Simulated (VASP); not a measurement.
# Sb (Fm-3m) in VASP: settings compared

Aim: see how the results for Sb move with the level of theory and the settings. Levels: LDA, PBE. Tasks: electric field gradients.

Everything below comes from runs of VASP 6.6.1. Logs are shortened: lines on timing, memory, paths and dates and some standing lists are left out, and cuts for length are marked.

### 1 The cell of the first run

The structure is cubic, space group Fm-3m (No. 225). Conventional cell: a = 4.548 Å, b = 4.548 Å, c = 4.548 Å, α = 90.00°, β = 90.00°, γ = 90.00°. Sb (site symmetry m-3m) has 12 Sb at 3.22 Å within 4.2 Å.

### 2 Electric field gradients, LDA (functional lda, volume scaled by 0.96)

The input, INCAR:

```
ALGO = Normal
EDIFF = 1E-8
ENCUT = 520
ISIF = 2
ISMEAR = -1
LASPH = T
LCHARG = F
LEFG = T
LREAL = F
LWAVE = F
NBANDS = 8
NELM = 60
PREC = Accurate
SIGMA = 0.05
```

The input, KPOINTS:

```
k-points
0
Gamma
  12 12 12
```

The input, POSCAR:

```
Sb
1.0
    0.0000000000      2.2738475325      2.2738475325
    2.2738475325      0.0000000000      2.2738475325
    2.2738475325      2.2738475325      0.0000000000
Sb
1
Direct
    0.0000000000      0.0000000000      0.0000000000
```

Potentials or basis: VASP PAW LDA potentials, release 64 (Sb).

The run is started by

```bash
$ cat potpaw_LDA.64/Sb/POTCAR > POTCAR
$ mpirun -np 1 vasp_std > vasp.out
```

OUTCAR:

```text
EDIFF = 1E-8
   ENCUT = 520
   ISIF = 2
   ISMEAR = -1
   LASPH = T
   LREAL = F
   NELM = 60
   PREC = Accurate

 ion  position               nearest neighbor table
   1  0.000  0.000  0.000-

  LATTYP: Found a face centered cubic cell.
 ALAT       =     4.5476950650

  Lattice vectors:

 A1 = (   0.0000000000,   2.2738475325,   2.2738475325)
 A2 = (   2.2738475325,   0.0000000000,   2.2738475325)
 A3 = (   2.2738475325,   2.2738475325,   0.0000000000)

Analysis of symmetry for initial positions (statically):
=====================================================================
 Subroutine PRICEL returns:
 Original cell was already a primitive cell.

 Routine SETGRP: Setting up the symmetry group for a
 face centered cubic supercell.

 Subroutine GETGRP returns: Found 48 space group operations
 (whereof 48 operations were pure point group operations)
 out of a pool of 48 trial point group operations.

The static configuration has the point symmetry O_h .

Analysis of symmetry for dynamics (positions and initial velocities):
=====================================================================
 Subroutine PRICEL returns:
 Original cell was already a primitive cell.

 Routine SETGRP: Setting up the symmetry group for a
 face centered cubic supercell.

 Subroutine GETGRP returns: Found 48 space group operations
 (whereof 48 operations were pure point group operations)
 out of a pool of 48 trial point group operations.

The dynamic configuration has the point symmetry O_h .

 Subroutine INISYM returns: Found 48 space group operations
 (whereof 48 operations are pure point group operations),
 and found     1 'primitive' translations

----------------------------------------------------------------------------------------

                                     Primitive cell

  volume of cell :      23.5133

  direct lattice vectors                    reciprocal lattice vectors
     0.000000000  2.273847533  2.273847533    -0.219891612  0.219891612  0.219891612
     2.273847533  0.000000000  2.273847533     0.219891612 -0.219891612  0.219891612
     2.273847533  2.273847533  0.000000000     0.219891612  0.219891612 -0.219891612

[... 110 lines left out ...]
   LEPSILON=     F    determine dielectric tensor
   LRPA    =     F    only Hartree local field effects (RPA)
 non-spin polarized calculation
  energy-cutoff  :      520.00
  volume of cell :       23.51
 maximum number of plane-waves:       648
   NGX = 11   NGY = 11   NGZ = 11

 number of electron       5.0000000 magnetization

 Free energy of the ion-electron system (eV)
  ---------------------------------------------------
  ext. energy  EPLUGINS =         0.00000000
  ---------------------------------------------------
  free energy    TOTEN  =        -4.48003642 eV

  energy without entropy =       -4.47465236  energy(sigma->0) =       -4.47734439

 E-fermi :  10.3760     XC(G=0): -10.9642

 val. band max:       10.3693961312   @ k =   0.4167   0.3333   0.0000
 cond. band min:      10.4129917865   @ k =   0.5000   0.2500   0.0833
 fundamental gap:      0.0435956553
 Fermi energy:        10.3759544682

 k-point     1 :       0.0000    0.0000    0.0000
  band No.  band energies     occupation
      1      -3.7722      2.00000
      2      16.5865      0.00000
      3      16.5865      0.00000
      4      16.5865      0.00000
      5      20.4887      0.00000
      6      20.4887      0.00000
      7      20.4887      0.00000
      8      20.5995      0.00000
[... 243 lines left out ...]
 k-point    24 :      -0.4167    0.1667    0.0000
  band No.  band energies     occupation
      1       1.1249      2.00000
      2       4.3337      2.00000
      3      10.9308      0.00003
      4      13.5650      0.00000
      5      17.2236      0.00000
      6      21.2827      0.00000
      7      21.8073      0.00000
      8      24.6512      0.00000

 [... further k-points ...]
[... 5 lines left out ...]
  --------------------------------------------------------------------------------------
  -------------------------------------------------------------------------------------
  Total        1.1535497      1.1535497      1.1535497     -0.0000000     -0.0000000      0.0000000
  in kB       78.6018722     78.6018722     78.6018722     -0.0000000     -0.0000000      0.0000000
  external PRESSURE =      78.6018722 kB  Pullay stress =       0.0000000 kB

 VOLUME and BASIS-vectors are now :
 -----------------------------------------------------------------------------
  energy-cutoff  :      520.00
  volume of cell :       23.51
      direct lattice vectors                 reciprocal lattice vectors
     0.000000000  2.273847533  2.273847533    -0.219891612  0.219891612  0.219891612
     2.273847533  0.000000000  2.273847533     0.219891612 -0.219891612  0.219891612
     2.273847533  2.273847533  0.000000000     0.219891612  0.219891612 -0.219891612

 POSITION                                       TOTAL-FORCE (eV/Angst)
 -----------------------------------------------------------------------------------
      0.00000      0.00000      0.00000        -0.000000     -0.000000      0.000000
 -----------------------------------------------------------------------------------
    total drift:                               -0.000000      0.000000     -0.000000

  FREE ENERGIE OF THE ION-ELECTRON SYSTEM (eV)
  ---------------------------------------------------
  free  energy   TOTEN  =        -4.4800364198 eV

  energy  without entropy=       -4.4746523583  energy(sigma->0) =       -4.47734439

 Electric field gradients (V/A^2)
---------------------------------------------------------------------
 ion       V_xx      V_yy      V_zz      V_xy      V_xz      V_yz
---------------------------------------------------------------------
   1      -0.000    -0.000     0.000     0.000     0.000     0.000
---------------------------------------------------------------------

 Electric field gradients after diagonalization (V/A^2)
 (convention: |V_zz| > |V_xx| > |V_yy|)
----------------------------------------------------------------------
 ion       V_xx      V_yy      V_zz     asymmetry (V_yy - V_xx)/ V_zz
----------------------------------------------------------------------
   1      -0.000    -0.000     0.000       0.000
----------------------------------------------------------------------

           NMR quadrupolar parameters

 Cq : quadrupolar parameter    Cq=e*Q*V_zz/h
 eta: asymmetry parameters     (V_yy - V_xx)/ V_zz
 Q  : nuclear electric quadrupole moment in mb (millibarn)
----------------------------------------------------------------------
 ion       Cq(MHz)       eta       Q (mb)
----------------------------------------------------------------------
   1       0.000       0.000       1.000
----------------------------------------------------------------------
```

stdout:

```text
POSCAR found type information on POSCAR Sb
 POSCAR found :  1 types and       1 ions
 scaLAPACK will be used
 LDA part: xc-table for (Slater(with rela. corr.)+CA(PZ))
 , standard interpolation
 POSCAR, INCAR and KPOINTS ok, starting setup
 FFT: planning ... GRIDC
 FFT: planning ... GRID_SOFT
 FFT: planning ... GRID
 WAVECAR not read
 entering main loop
ion   1
```

It took 7.6 s on 1 thread of AMD EPYC 7R13 (Zen 3), shared host; peak memory 0.1 GiB.

Results:

- Free energy: -4.4800 eV
- Pressure: 7.9 GPa

Caveat: the cell differs from its parent crystal (functional lda, volume scaled by 0.96); without QUAD_EFG the Cq values of the log hold for a quadrupole moment of 1 mb, not for the nuclei; spin-orbit coupling is left out, which moves the levels of the heavy elements.

### 3 Electric field gradients, PBE, non-collinear spin, zero start, spin-orbit coupling

This run uses another cell than the first one, of 24.49 Å³/atom, 1.042 times its volume.

The input, INCAR:

```
  PREC = Accurate
  ENCUT = 520
  EDIFF = 1E-8
  ISMEAR = -1
  SIGMA = 0.05
  LREAL = F
  LASPH = T
  NELM = 150
  ALGO = Normal
  ISIF = 2
  LWAVE = F
  LCHARG = F
  MAGMOM = 0 0 0
  LORBIT = 11
  LSORBIT = T
  GGA_COMPAT = F
  LORBMOM = T
  GGA = PE
  LEFG = T
  NBANDS = 16
```

The input, KPOINTS:

```
Automatic mesh
0
Gamma
  12 12 12
```

The input, POSCAR:

```
Sb
1.0
    0.0000000000      2.3050000000      2.3050000000
    2.3050000000      0.0000000000      2.3050000000
    2.3050000000      2.3050000000      0.0000000000
Sb
1
Direct
    0.0000000000      0.0000000000      0.0000000000
```

Potentials or basis: VASP PAW PBE potentials, release 64 (Sb).

The run is started by

```bash
$ cat potpaw_PBE.64/Sb/POTCAR > POTCAR
$ mpirun -np 1 vasp_ncl > vasp.out
```

OUTCAR:

```text
PREC = Accurate
   ENCUT = 520
   EDIFF = 1E-8
   ISMEAR = -1
   LREAL = F
   LASPH = T
   NELM = 150
   ISIF = 2
   LORBIT = 11
   LSORBIT = T
   GGA = PE

 ion  position               nearest neighbor table
   1  0.000  0.000  0.000-

  LATTYP: Found a face centered cubic cell.
 ALAT       =     4.6100000000

  Lattice vectors:

 A1 = (   0.0000000000,   2.3050000000,   2.3050000000)
 A2 = (   2.3050000000,   0.0000000000,   2.3050000000)
 A3 = (   2.3050000000,   2.3050000000,   0.0000000000)

Analysis of symmetry for initial positions (statically):
=====================================================================
 Subroutine PRICEL returns:
 Original cell was already a primitive cell.

 Routine SETGRP: Setting up the symmetry group for a
 face centered cubic supercell.

 Subroutine GETGRP returns: Found 48 space group operations
 (whereof 48 operations were pure point group operations)
 out of a pool of 48 trial point group operations.

The static configuration has the point symmetry O_h .

Analysis of symmetry for dynamics (positions and initial velocities):
=====================================================================
 Subroutine PRICEL returns:
 Original cell was already a primitive cell.

 Routine SETGRP: Setting up the symmetry group for a
 face centered cubic supercell.

 Subroutine GETGRP returns: Found 48 space group operations
 (whereof 48 operations were pure point group operations)
 out of a pool of 48 trial point group operations.

The dynamic configuration has the point symmetry O_h .

Analysis of structural, dynamic, and magnetic symmetry:
=====================================================================
 Subroutine PRICEL returns:
 Original cell was already a primitive cell.

 Routine SETGRP: Setting up the symmetry group for a
 face centered cubic supercell.

 Subroutine GETGRP returns: Found 48 space group operations
 (whereof 48 operations were pure point group operations)
 out of a pool of 48 trial point group operations.

The overall configuration has the point symmetry O_h .

 Subroutine INISYM returns: Found 48 space group operations
 (whereof 48 operations are pure point group operations),
 and found     1 'primitive' translations

----------------------------------------------------------------------------------------

                                     Primitive cell

  volume of cell :      24.4930

  direct lattice vectors                    reciprocal lattice vectors
     0.000000000  2.305000000  2.305000000    -0.216919740  0.216919740  0.216919740
     2.305000000  0.000000000  2.305000000     0.216919740 -0.216919740  0.216919740
     2.305000000  2.305000000  0.000000000     0.216919740  0.216919740 -0.216919740

  length of vectors
     3.259762261  3.259762261  3.259762261     0.375716010  0.375716010  0.375716010

  position of ions in fractional coordinates (direct lattice)
     0.000000000  0.000000000  0.000000000

  ion indices of the primitive-cell ions
[... 137 lines left out ...]
      5      16.2749      0.00000
      6      16.2749      0.00000
[... 433 lines left out ...]
      3       4.0476      1.00000
      4       4.0476      1.00000
      5      10.3800      0.00004
      6      10.3800      0.00004
[... 8 lines left out ...]
     15      24.2478      0.00000
     16      24.2478      0.00000

 [... further k-points ...]
[... 5 lines left out ...]
  --------------------------------------------------------------------------------------
  -------------------------------------------------------------------------------------
  Total        1.3606217      1.3606217      1.3606217     -0.0000000      0.0000000      0.0000000
  in kB       89.0031129     89.0031129     89.0031129     -0.0000000      0.0000000      0.0000000
  external PRESSURE =      89.0031129 kB  Pullay stress =       0.0000000 kB

 VOLUME and BASIS-vectors are now :
 -----------------------------------------------------------------------------
  energy-cutoff  :      520.00
  volume of cell :       24.49
      direct lattice vectors                 reciprocal lattice vectors
     0.000000000  2.305000000  2.305000000    -0.216919740  0.216919740  0.216919740
     2.305000000  0.000000000  2.305000000     0.216919740 -0.216919740  0.216919740
     2.305000000  2.305000000  0.000000000     0.216919740  0.216919740 -0.216919740

 POSITION                                       TOTAL-FORCE (eV/Angst)
 -----------------------------------------------------------------------------------
      0.00000      0.00000      0.00000         0.000000      0.000000      0.000000
 -----------------------------------------------------------------------------------
    total drift:                                0.000000      0.000000     -0.000000

  FREE ENERGIE OF THE ION-ELECTRON SYSTEM (eV)
  ---------------------------------------------------
  free  energy   TOTEN  =        -3.8179298214 eV

  energy  without entropy=       -3.8102953235  energy(sigma->0) =       -3.81411257

 Electric field gradients (V/A^2)
---------------------------------------------------------------------
 ion       V_xx      V_yy      V_zz      V_xy      V_xz      V_yz
---------------------------------------------------------------------
   1       0.000     0.000     0.000     0.000     0.000     0.000
---------------------------------------------------------------------

 Electric field gradients after diagonalization (V/A^2)
 (convention: |V_zz| > |V_xx| > |V_yy|)
----------------------------------------------------------------------
 ion       V_xx      V_yy      V_zz     asymmetry (V_yy - V_xx)/ V_zz
----------------------------------------------------------------------
   1      -0.000    -0.000     0.000       0.000
----------------------------------------------------------------------

           NMR quadrupolar parameters

 Cq : quadrupolar parameter    Cq=e*Q*V_zz/h
 eta: asymmetry parameters     (V_yy - V_xx)/ V_zz
 Q  : nuclear electric quadrupole moment in mb (millibarn)
----------------------------------------------------------------------
 ion       Cq(MHz)       eta       Q (mb)
----------------------------------------------------------------------
   1       0.000       0.000       1.000
----------------------------------------------------------------------

 orbital moment (x)

 # of ion     p       d       tot
 ----------------------------------------
  1        -0.000   0.000   0.000
 ----------------------------------------
           -0.000   0.000   0.000

 orbital moment (y)

 # of ion     p       d       tot
 ----------------------------------------
  1         0.000  -0.000  -0.000
 ----------------------------------------
            0.000  -0.000  -0.000

 orbital moment (z)

 # of ion     p       d       tot
 ----------------------------------------
  1         0.000   0.000   0.000
 ----------------------------------------
            0.000   0.000   0.000

 Spin-Orbit-Coupling matrix elements

 Ion:    1  E_soc:     -0.1398125
 l=   1
     0.0000000    -0.0229943    -0.0229943
    -0.0229943     0.0000000    -0.0229943
    -0.0229943    -0.0229943     0.0000000
 l=   2
     0.0000000    -0.0000784     0.0000000    -0.0000784    -0.0002294
    -0.0000784     0.0000000    -0.0001720    -0.0000784    -0.0000573
     0.0000000    -0.0001720     0.0000000    -0.0001720     0.0000000
    -0.0000784    -0.0000784    -0.0001720     0.0000000    -0.0000573
    -0.0002294    -0.0000573     0.0000000    -0.0000573     0.0000000
 l=   3
     0.0000000     0.0000000     0.0000000     0.0000000     0.0000000     0.0000000     0.0000000
     0.0000000     0.0000000     0.0000000     0.0000000     0.0000000     0.0000000     0.0000000
     0.0000000     0.0000000     0.0000000     0.0000000     0.0000000     0.0000000     0.0000000
     0.0000000     0.0000000     0.0000000     0.0000000     0.0000000     0.0000000     0.0000000
     0.0000000     0.0000000     0.0000000     0.0000000     0.0000000     0.0000000     0.0000000
     0.0000000     0.0000000     0.0000000     0.0000000     0.0000000     0.0000000     0.0000000
     0.0000000     0.0000000     0.0000000     0.0000000     0.0000000     0.0000000     0.0000000

 total charge

# of ion       s       p       d       tot
------------------------------------------
    1        1.254   1.073   0.052   2.379

 magnetization (x)

# of ion       s       p       d       tot
------------------------------------------
    1       -0.000   0.000  -0.000  -0.000

 magnetization (y)

# of ion       s       p       d       tot
------------------------------------------
    1        0.000  -0.000  -0.000   0.000

 magnetization (z)

# of ion       s       p       d       tot
------------------------------------------
    1        0.000   0.000   0.000   0.000
```

OSZICAR:

```text
N       E                     dE             d eps       ncg     rms          rms(c)
DAV:   1     0.129536565701E+02    0.12954E+02   -0.17084E+03  2304   0.486E+02
DAV:   2    -0.321049190432E+01   -0.16164E+02   -0.15380E+02  3072   0.918E+01
DAV:   3    -0.381846923562E+01   -0.60798E+00   -0.60459E+00  3024   0.165E+01
DAV:   4    -0.382233018364E+01   -0.38609E-02   -0.38606E-02  2800   0.165E+00
DAV:   5    -0.382236949295E+01   -0.39309E-04   -0.39309E-04  2952   0.171E-01    0.236E+00
DAV:   6    -0.381957246739E+01    0.27970E-02   -0.71496E-04  2752   0.167E-01    0.138E+00
DAV:   7    -0.381823870021E+01    0.13338E-02   -0.54811E-04  2688   0.147E-01    0.790E-01
DAV:   8    -0.381793000154E+01    0.30870E-03   -0.31593E-04  2664   0.112E-01    0.276E-02
DAV:   9    -0.381793019690E+01   -0.19536E-06   -0.10196E-05  2784   0.247E-02    0.335E-03
DAV:  10    -0.381793005458E+01    0.14232E-06   -0.16431E-07  2928   0.310E-03    0.529E-04
DAV:  11    -0.381792990085E+01    0.15373E-06   -0.54146E-09  2200   0.530E-04    0.472E-04
DAV:  12    -0.381792984036E+01    0.60486E-07   -0.51282E-10  1776   0.182E-04    0.175E-04
DAV:  13    -0.381792980225E+01    0.38114E-07   -0.10972E-10  1408   0.896E-05    0.683E-05
DAV:  14    -0.381792982204E+01   -0.19787E-07   -0.29746E-11  1304   0.416E-05    0.503E-06
DAV:  15    -0.381792982141E+01    0.62684E-09   -0.62543E-12  1248   0.180E-05
   1 F= -.38179298E+01 E0= -.38141126E+01  d E =-.763450E-02  mag=     0.0000    -0.0000     0.0000
```

stdout:

```text
POSCAR found type information on POSCAR Sb
 POSCAR found :  1 types and       1 ions
 scaLAPACK will be used
 LDA part: xc-table for (Slater+PW92), standard interpolation
 POSCAR, INCAR and KPOINTS ok, starting setup
 FFT: planning ... GRIDC
 FFT: planning ... GRID_SOFT
 FFT: planning ... GRID
 WAVECAR not read
 entering main loop
ion   1
```

Run time: 39 s. Hardware: 1 thread of AMD EPYC 7R13 (Zen 3), shared host; peak memory 0.19 GiB.

Results:

```yaml
Free_energy: -3.8179 eV
Pressure: 8.9 GPa
Net_moment: 0.00 μB per cell
Valence_electrons_inside_the_program's_atomic_spheres: Sb 2.38
```

Moments on the atoms (μB; x, y, z):
```
Sb  0.00 0.00 0.00
```

Caveat: without QUAD_EFG the Cq values of the log hold for a quadrupole moment of 1 mb, not for the nuclei.
